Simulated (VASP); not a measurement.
# Ca (R-3m) in VASP: single point with PBEsol

Aim: the single point of Ca with PBEsol.

Everything below comes from runs of VASP 6.6.1. Logs are shortened: lines on timing, memory, paths and dates and some standing lists are left out, and cuts for length are marked.

## Step 1: The cell of the first run

The structure is trigonal, space group R-3m (No. 166). The conventional cell has a = 3.848 Å, b = 3.848 Å, c = 28.558 Å, α = 90.00°, β = 90.00°, γ = 120.00°. Ca (site symmetry -3m) has 12 Ca at 3.85 to 3.87 Å within 5.1 Å. Ca (site symmetry 3m) has 12 Ca at 3.85 to 3.88 Å within 5.1 Å.

## Step 2: Single point, PBEsol

INCAR reads:

```
  ALGO = Normal
  EDIFF = 1E-6
  ENCUT = 520
  GGA = PS
  ISIF = 2
  ISMEAR = 0
  LASPH = True
  LCHARG = False
  LREAL = False
  LWAVE = False
  NBANDS = 22
  NELM = 100
  PREC = Accurate
  SIGMA = 0.1
```

KPOINTS reads:

```
k-points
0
Gamma
  15 15 15
```

POSCAR reads:

```
Ca
1.0
    1.9242241207      1.1109513141      9.5192561216
   -1.9242241207      1.1109513141      9.5192561216
    0.0000000000     -2.2219026281      9.5192561216
Ca
3
Direct
    0.0000000000      0.0000000000      0.0000000000
    0.2223825301      0.2223825301      0.2223825301
    0.7776174699      0.7776174699      0.7776174699
```

Potentials or basis: VASP PAW PBE potentials, release 64 (Ca_sv).

Run with:

```
$ cat potpaw_PBE.64/Ca_sv/POTCAR > POTCAR
$ mpirun -np 1 vasp_std > vasp.out
```

OUTCAR:

```text
EDIFF = 1E-6
   ENCUT = 520
   GGA = PS
   ISIF = 2
   ISMEAR = 0
   LASPH = True
   LREAL = False
   NELM = 100
   PREC = Accurate

 ion  position               nearest neighbor table
   1  0.000  0.000  0.000-
   2  0.222  0.222  0.222-
   3  0.778  0.778  0.778-

  LATTYP: Found a trigonal (rhomboedric) cell.
 ALAT       =     9.7751260042
 COS(alpha) =     0.9225009149

  Lattice vectors:

 A1 = (   1.9242241207,   1.1109513141,   9.5192561216)
 A2 = (  -1.9242241207,   1.1109513141,   9.5192561216)
 A3 = (   0.0000000000,  -2.2219026281,   9.5192561216)

Analysis of symmetry for initial positions (statically):
=====================================================================
 Subroutine PRICEL returns:
 Original cell was already a primitive cell.

 Routine SETGRP: Setting up the symmetry group for a
 trigonal (rhombohedral) supercell.

 Subroutine GETGRP returns: Found 12 space group operations
 (whereof 12 operations were pure point group operations)
 out of a pool of 12 trial point group operations.

The static configuration has the point symmetry D_3d.

Analysis of symmetry for dynamics (positions and initial velocities):
=====================================================================
 Subroutine PRICEL returns:
 Original cell was already a primitive cell.

 Routine SETGRP: Setting up the symmetry group for a
 trigonal (rhombohedral) supercell.

 Subroutine GETGRP returns: Found 12 space group operations
 (whereof 12 operations were pure point group operations)
 out of a pool of 12 trial point group operations.

The dynamic configuration has the point symmetry D_3d.

 Subroutine INISYM returns: Found 12 space group operations
 (whereof 12 operations are pure point group operations),
 and found     1 'primitive' translations

----------------------------------------------------------------------------------------

                                     Primitive cell

  volume of cell :     122.0970

  direct lattice vectors                    reciprocal lattice vectors
     1.924224121  1.110951314  9.519256122     0.259844991  0.150021576  0.035016742
    -1.924224121  1.110951314  9.519256122    -0.259844991  0.150021576  0.035016742
     0.000000000 -2.221902628  9.519256122     0.000000000 -0.300043151  0.035016742

  length of vectors
     9.775126004  9.775126004  9.775126004     0.302079567  0.302079567  0.302079567

  position of ions in fractional coordinates (direct lattice)
     0.000000000  0.000000000  0.000000000
     0.222382530  0.222382530  0.222382530
     0.777617470  0.777617470  0.777617470

  ion indices of the primitive-cell ions
   primitive index   ion index
                 1           1
                 2           2
                 3           3

----------------------------------------------------------------------------------------

 KPOINTS: k-points

Automatic generation of k-mesh.
 Grid dimensions read from file:
 generate k-points for:   15   15   15

 Generating k-lattice:

  Cartesian coordinates                     Fractional coordinates (reciprocal lattice)
     0.017322999  0.010001438  0.002334449     0.066666667 -0.000000000  0.000000000
    -0.017322999  0.010001438  0.002334449    -0.000000000  0.066666667  0.000000000
     0.000000000 -0.020002877  0.002334449     0.000000000  0.000000000  0.066666667

  Length of vectors
     0.020138638  0.020138638  0.020138638

  Shift w.r.t. Gamma in fractional coordinates (k-lattice)
     0.000000000  0.000000000  0.000000000

 Subroutine IBZKPT returns following result:
 ===========================================

 Found    344 irreducible k-points:

 Following reciprocal coordinates:
            Coordinates               Weight
  0.000000  0.000000  0.000000      1.000000
  0.066667  0.000000 -0.000000      6.000000
  0.133333  0.000000  0.000000      6.000000
  0.200000  0.000000  0.000000      6.000000
  0.266667  0.000000  0.000000      6.000000
  0.333333 -0.000000  0.000000      6.000000
[... 16 lines left out ...]
  0.133333  0.133333  0.000000      6.000000
  0.200000  0.133333  0.000000     12.000000
 [... further k-points ...]
   k-points           NKPTS =    344   k-points in BZ     NKDIM =    344   number of bands    NBANDS=     22
   number of dos      NEDOS =    301   number of ions     NIONS =      3
   total plane-waves  NPLWV = 512000
   dimension x,y,z NGX =    80 NGY =   80 NGZ =   80
   dimension x,y,z NGXF=   160 NGYF=  160 NGZF=  160
   ions per type =               3
   NGX,Y,Z   is equivalent  to a cutoff of  13.61, 13.61, 13.61 a.u.
   NGXF,Y,Z  is equivalent  to a cutoff of  27.21, 27.21, 27.21 a.u.
 SYSTEM =  unknown system
   PREC   = accura    normal or accurate (medium, high low for compatibility)
   ISTART =      0    job   : 0-new  1-cont  2-samecut
   ICHARG =      2    charge: 1-file 2-atom 10-const
   ISPIN  =      1    spin polarized calculation?
   LNONCOLLINEAR =      F non collinear calculations
   LSORBIT =      F    spin-orbit coupling
   LASPH  =      T    aspherical Exc in radial PAW
   ENCUT  =  520.0 eV  38.22 Ry    6.18 a.u.  18.18 18.18 18.18*2*pi/ulx,y,z
   NELM   =    100;   NELMIN=  2; NELMDL= -5     # of ELM steps
   EDIFF  = 0.1E-05   stopping-criterion for ELM
   LREAL  =      F    real-space projection
   EDIFFG = 0.1E-04   stopping-criterion for IOM
   NSW    =      0    number of steps for IOM
   IBRION =     -1    ionic relax: 0-MD 1-quasi-New 2-CG
   NFREE  =      0    steps in history (QN), initial steepest desc. (CG)
   ISIF   =      2    stress and relaxation
   ISYM   =      2    0-nonsym 1-usesym 2-fastsym
   POTIM  = 0.5000    time-step for ionic-motion
   TEBEG  =    0.0;   TEEND  =   0.0 temperature during run
   PSTRESS=    0.0 pullay stress
   NELECT =      30.0000    total number of electrons
   NUPDOWN=      -1.0000    fix difference up-down
   EMIN   =  10.00;   EMAX   =-10.00  energy-range for DOS
   EFERMI =   0.00;   METHOD = LEGACY
   ISMEAR =     0;   SIGMA  =   0.10  broadening in eV -4-tet -1-fermi 0-gaus
   EFERMI_NEDOS =   21; number of points for ismear=-14 and -15
   IALGO  =     38    algorithm
   IMIX   =      4    mixing-type and parameters
     AMIX     =   0.40;   BMIX     =  1.00
     AMIX_MAG =   1.60;   BMIX_MAG =  1.00
  volume/ion in A,a.u.               =      40.70       274.65
  Fermi-wavevector in a.u.,A,eV,Ry     =   1.025369  1.937667 14.304920  1.051382
  Thomas-Fermi vector in A             =   2.159206
   LORBIT       =      0    0 simple, 1 ext, 2 COOP (PROOUT), +10 PAW based schemes
   GGA     = PS    functional components
   LHFCALC =     F    Hartree Fock is set to
   AEXX    =    0.0000 exact exchange contribution
   IVDW    =     0    specifies the selected vdW correction
   LEPSILON=     F    determine dielectric tensor
   LRPA    =     F    only Hartree local field effects (RPA)
 non-spin polarized calculation
 Gauss-broadening in eV      SIGMA  =   0.10
  energy-cutoff  :      520.00
  volume of cell :      122.10
 maximum number of plane-waves:      3317
 NGX is ok and might be reduce to    80
   NGX = 37   NGY = 37   NGZ = 37

 number of electron      30.0000000 magnetization

 Free energy of the ion-electron system (eV)
  ---------------------------------------------------
  ext. energy  EPLUGINS =         0.00000000
  ---------------------------------------------------
  free energy    TOTEN  =        -6.40081345 eV

  energy without entropy =       -6.38162394  energy(sigma->0) =       -6.39121870

 E-fermi :   2.0766     XC(G=0):  -7.9257

 val. band max:        2.0761144751   @ k =  -0.4667   0.4667   0.2667
 cond. band min:       2.0790224809   @ k =  -0.1333   0.4000   0.1333
 fundamental gap:      0.0029080058
 Fermi energy:         2.0766473807

 k-point     1 :       0.0000    0.0000    0.0000
  band No.  band energies     occupation
      1     -39.7196      2.00000
      2     -39.7105      2.00000
      3     -39.6954      2.00000
      4     -20.8223      2.00000
      5     -20.8132      2.00000
      6     -20.7272      2.00000
[... 14 lines left out ...]
     21       4.4380      0.00000
     22       4.4396      0.00000

 k-point     2 :       0.0667    0.0000   -0.0000
  band No.  band energies     occupation
      1     -39.7190      2.00000
      2     -39.7101      2.00000
      3     -39.6950      2.00000
      4     -20.8223      2.00000
      5     -20.8114      2.00000
      6     -20.7321      2.00000
[... 14 lines left out ...]
     21       4.4877      0.00000
     22       4.5015      0.00000

 k-point     3 :       0.1333    0.0000    0.0000
  band No.  band energies     occupation
      1     -39.7172      2.00000
      2     -39.7089      2.00000
      3     -39.6937      2.00000
      4     -20.8213      2.00000
      5     -20.8084      2.00000
      6     -20.7453      2.00000
[... 14 lines left out ...]
     21       4.5166      0.00000
     22       4.5874      0.00000

 k-point     4 :       0.2000    0.0000    0.0000
  band No.  band energies     occupation
      1     -39.7145      2.00000
      2     -39.7072      2.00000
      3     -39.6918      2.00000
      4     -20.8198      2.00000
      5     -20.8091      2.00000
      6     -20.7625      2.00000
[... 14 lines left out ...]
     21       4.5591      0.00000
     22       4.6813      0.00000

 k-point     5 :       0.2667    0.0000    0.0000
  band No.  band energies     occupation
      1     -39.7115      2.00000
      2     -39.7053      2.00000
      3     -39.6897      2.00000
      4     -20.8226      2.00000
      5     -20.8184      2.00000
      6     -20.7832      2.00000
[... 417 lines left out ...]
 k-point    22 :      -0.0667    0.0667    0.0000
  band No.  band energies     occupation
      1     -39.7178      2.00000
      2     -39.7092      2.00000
      3     -39.6941      2.00000
      4     -20.8198      2.00000
      5     -20.8112      2.00000
      6     -20.7403      2.00000
[... 14 lines left out ...]
     21       4.4746      0.00000
     22       4.5736      0.00000

 k-point    23 :       0.1333    0.1333    0.0000
  band No.  band energies     occupation
      1     -39.7171      2.00000
      2     -39.7090      2.00000
      3     -39.6937      2.00000
      4     -20.8259      2.00000
      5     -20.8031      2.00000
      6     -20.7451      2.00000
[... 14 lines left out ...]
     21       4.5152      0.00000
     22       4.6219      0.00000

 k-point    24 :       0.2000    0.1333    0.0000
  band No.  band energies     occupation
      1     -39.7155      2.00000
      2     -39.7080      2.00000
      3     -39.6925      2.00000
      4     -20.8251      2.00000
      5     -20.8023      2.00000
      6     -20.7561      2.00000
[... 14 lines left out ...]
     21       4.6058      0.00000
     22       4.6434      0.00000

 [... further k-points ...]
[... 5 lines left out ...]
  --------------------------------------------------------------------------------------
  -------------------------------------------------------------------------------------
  Total        0.0149956      0.0149956      0.0055722     -0.0000000      0.0000000      0.0000000
  in kB        0.1967743      0.1967743      0.0731193     -0.0000000      0.0000000      0.0000000
  external PRESSURE =       0.1555560 kB  Pullay stress =       0.0000000 kB

 VOLUME and BASIS-vectors are now :
 -----------------------------------------------------------------------------
  energy-cutoff  :      520.00
  volume of cell :      122.10
      direct lattice vectors                 reciprocal lattice vectors
     1.924224121  1.110951314  9.519256122     0.259844991  0.150021576  0.035016742
    -1.924224121  1.110951314  9.519256122    -0.259844991  0.150021576  0.035016742
     0.000000000 -2.221902628  9.519256122     0.000000000 -0.300043151  0.035016742

 POSITION                                       TOTAL-FORCE (eV/Angst)
 -----------------------------------------------------------------------------------
      0.00000      0.00000      0.00000         0.000000      0.000000     -0.000000
      0.00000      0.00000      6.35075         0.000000      0.000000      0.002603
      0.00000      0.00000     22.20702         0.000000     -0.000000     -0.002603
 -----------------------------------------------------------------------------------
    total drift:                               -0.000000      0.000000     -0.000000

  FREE ENERGIE OF THE ION-ELECTRON SYSTEM (eV)
  ---------------------------------------------------
  free  energy   TOTEN  =        -6.4008134517 eV

  energy  without entropy=       -6.3816239440  energy(sigma->0) =       -6.39121870
```

Run time: 49 min. Hardware: 1 thread of Intel Xeon 6975P-C (Granite Rapids), shared host; peak memory 1.4 GiB.

Results:

```yaml
Free_energy: -6.4008 eV
Pressure: 0.0 GPa
Band_gap_on_the_k_mesh: zero (band 15 reaches 2.23 eV, above the bottom of band 16 at 1.87 eV)
```

Forces on the atoms (eV/Å):
```
Ca   0.000  0.000  0.000
Ca   0.000  0.000  0.003
Ca   0.000  0.000 -0.003
```

Caveat: the PAW data sets were made with another functional, which shifts forces and pressure a little.
